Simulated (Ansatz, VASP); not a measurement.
**One calculation of WS2, two programs**

Contents of POSCAR:

```
WS2
1.0
    0.0000000000      2.9311595479      2.9311595479
    2.9311595479      0.0000000000      2.9311595479
    2.9311595479      2.9311595479      0.0000000000
W S
1 2
Direct
    0.0000000000      0.0000000000      0.0000000000
    0.2500000000      0.2500000000      0.2500000000
    0.7500000000      0.7500000000      0.7500000000
```

File INCAR.step1:

```
  PREC = Accurate
  ENCUT = 520
  ISMEAR = -1
  SIGMA = 0.02
  LREAL = F
  LASPH = T
  NELM = 150
  ISPIN = 2
  MAGMOM = 1.37 0 0
  LMAXMIX = 4
  NBANDS = 24
  GGA = PE
  ALGO = Normal
  EDIFF = 1E-4
  LWAVE = T
  LCHARG = F
```

The input INCAR.step2:

```
  PREC = Accurate
  ENCUT = 520
  EDIFF = 1E-6
  ISMEAR = -1
  SIGMA = 0.02
  LREAL = F
  LASPH = T
  NELM = 150
  ALGO = Normal
  ISIF = 2
  LWAVE = F
  LCHARG = F
  ISPIN = 2
  MAGMOM = 1.37 0 0
  LORBIT = 11
  LMAXMIX = 4
  METAGGA = R2SCAN
  LMIXTAU = T
  NBANDS = 24
  ISTART = 1
```

Contents of KPOINTS:

```
Automatic mesh
0
Gamma
  6 6 6
```

Input for Ansatz:

```yaml
crystal:
  lattice:
    - [0.0, 2.9311595479, 2.9311595479]
    - [2.9311595479, 0.0, 2.9311595479]
    - [2.9311595479, 2.9311595479, 0.0]
  atoms:
    - { symbol: W, position: [0.0, 0.0, 0.0] }
    - { symbol: S, position: [0.25, 0.25, 0.25] }
    - { symbol: S, position: [0.75, 0.75, 0.75] }
kpoints:
  mp_grid: { grid: [6, 6, 6] }
hamiltonian:
  xc: r2scan
scf:
  occupations: { method: fermi_dirac, width: 0.02 }
  n_extra_bands: 4
  max_iter: 77
output:
  forces: true
  stress: true
  eigenvalues: true
magnetization:
  spin_polarized: true
  initial_magnetization: 0.5
```

Alike in both runs: task single point; functional r2SCAN; k mesh 6 × 6 × 6; occupations fermi-dirac, width 0.02 eV; collinear spin.

```csv
,VASP,Ansatz
version,VASP 6.6.1,Ansatz 0.2.0
potentials or method,"VASP PAW PBE potentials, release 64 (W_sv, S)",plane waves
plane-wave cutoff (eV),520,500
valence electrons in the cell,26,26
```

Ansatz gave:

| Quantity | Value |
| --- | --- |
| gap on the k mesh at the Fermi level (eV) | none |
| pressure (GPa) | 5.7 |
| net moment per atom (μB) | 0.62 |
| size of the moment on the site where the two differ most (μB) | 1.24 |

**Question.** Which values does VASP return?

**Answer.** gap on the k mesh at the Fermi level (eV): none; pressure (GPa): 6.0; net moment per atom (μB): 0.62; size of the moment on the site where the two differ most (μB): 1.52.

VASP's potentials were made for PBE, not for r2SCAN. Site moments also hang on the region over which each program counts them. A gap of «none» marks a metal or a gap that the smearing closes. The functional is the same, so the differences come from potentials, cutoffs and numerics. Ansatz's warnings: moment headroom below auto, stability check not made.

Neither program's run includes spin-orbit coupling.
